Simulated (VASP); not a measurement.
Runs of VASP 6.6.1 on SnSe2. The structure is that of space group C2/m (No. 12), or close to it. The cells are those of the table. 

| cell | gap on the mesh (eV) | pressure (GPa) | largest force (eV/Å) |
| --- | --- | --- | --- |
| a = 3.811, b = 3.391, c = 6.137 Å, angles 90.0, 90.0, 124.2°, 3 atoms | none | 21.9 | 2.40 |
| a = 3.811, b = 3.494, c = 6.137 Å, angles 90.0, 90.0, 123.0°, 3 atoms | none | 15.2 | 1.73 |
| a = 3.811, b = 4.247, c = 6.137 Å, angles 90.0, 90.0, 116.7°, 3 atoms | none | (a) | 0.26 |
| a = 3.811, b = 3.599, c = 6.137 Å, angles 90.0, 90.0, 122.0°, 3 atoms | (b) | 9.8 | 1.24 |

Alike in all rows: task single point; level PBEsol; potentials or basis VASP PAW PBE potentials, release 64 (Sn_d, Se); no spin polarisation; k mesh 12 × 12 × 6; cutoff (eV) 520; smearing gaussian 0.05 eV.

Problem. Fill in the values left out.

Solution. (a) -5.0; (b) 0.26.

Caveats: semilocal functionals underestimate gaps, and a narrow one can read as zero; the PAW data sets were made with another functional, which shifts forces and pressure a little; spin-orbit coupling is left out, which moves the levels of the heavy elements; this functional lacks dispersion, which binds layers or chains, so the pressure and a relaxed spacing across them are unreliable; the stress differs along the axes, from 15 to 33 GPa (at least some runs); the stress differs along the axes, from 10 to 23 GPa (at least some runs); the stress differs along the axes, from -10 to -2 GPa (at least some runs).

A k mesh can miss the band edges, and the runs leave out spin-orbit coupling on Se, Sn.

A gap of «none» marks levels without a gap at the run's occupations.
